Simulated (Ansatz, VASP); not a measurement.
Al: VASP beside Ansatz

Contents of POSCAR:

```
Al
1.0
    0.0000000000      1.8620616000      2.1858984000
    1.8620616000      0.0000000000      2.1858984000
    1.8620616000      1.8620616000      0.0000000000
Al
1
Direct
    0.0000000000      0.0000000000      0.0000000000
```

Contents of INCAR.step1:

```
SYSTEM = Al
PREC = Accurate
ENCUT = 520
ISMEAR = 0
SIGMA = 0.15
LREAL = .FALSE.
LASPH = .TRUE.
NELM = 100
NBANDS = 8
GGA = PE
ALGO = Normal
EDIFF = 1E-4
LWAVE = .TRUE.
LCHARG = .FALSE.
```

The input INCAR.step2:

```
SYSTEM = Al
PREC = Accurate
ENCUT = 520
EDIFF = 1E-6
ISMEAR = 0
SIGMA = 0.15
LREAL = .FALSE.
LASPH = .TRUE.
NELM = 100
ALGO = Normal
ISIF = 2
LWAVE = .FALSE.
LCHARG = .FALSE.
METAGGA = R2SCAN
LMIXTAU = .TRUE.
NBANDS = 8
ISTART = 1
```

The input KPOINTS:

```
Automatic mesh
0
G
  20 20 20
  0 0 0
```

Input for Ansatz:

```yaml
crystal:
  lattice:
    - [0.0, 1.8620616, 2.1858984]
    - [1.8620616, 0.0, 2.1858984]
    - [1.8620616, 1.8620616, 0.0]
  atoms:
    - { symbol: Al, position: [0.0, 0.0, 0.0] }
basis:
  ecutwfc: 500
kpoints:
  mp_grid: { grid: [20, 20, 20] }
hamiltonian:
  xc: r2scan
scf:
  occupations: { method: gaussian, width: 0.15 }
output:
  forces: true
  stress: true
  eigenvalues: true
```

Change from the starting cell: strain -0.080 along x and y, +0.080 along z, atoms carried along.

Alike in both runs: task single point; functional r2SCAN; k mesh 20 × 20 × 20; occupations gaussian, width 0.15 eV; no spin polarisation.

|  | VASP | Ansatz |
| --- | --- | --- |
| version | VASP 6.6.1 | Ansatz 0.2.0 |
| potentials or method | VASP PAW PBE potentials, release 64 (Al), cutoff 520 eV | scalar-relativistic, plane waves, PAW |
| valence electrons in the cell | 3 | 3 |

```csv
,VASP,Ansatz,Ansatz less VASP
gap on the k mesh at the Fermi level (eV),none,none,-
pressure (GPa),7.2,7.6,+0.36
"traceless stress, the component that is largest in VASP (GPa)",-11.19,-11.20,-0.008
```

VASP's potentials were made for PBE, not for r2SCAN. A gap of «none» marks a metal or a gap that the smearing closes.
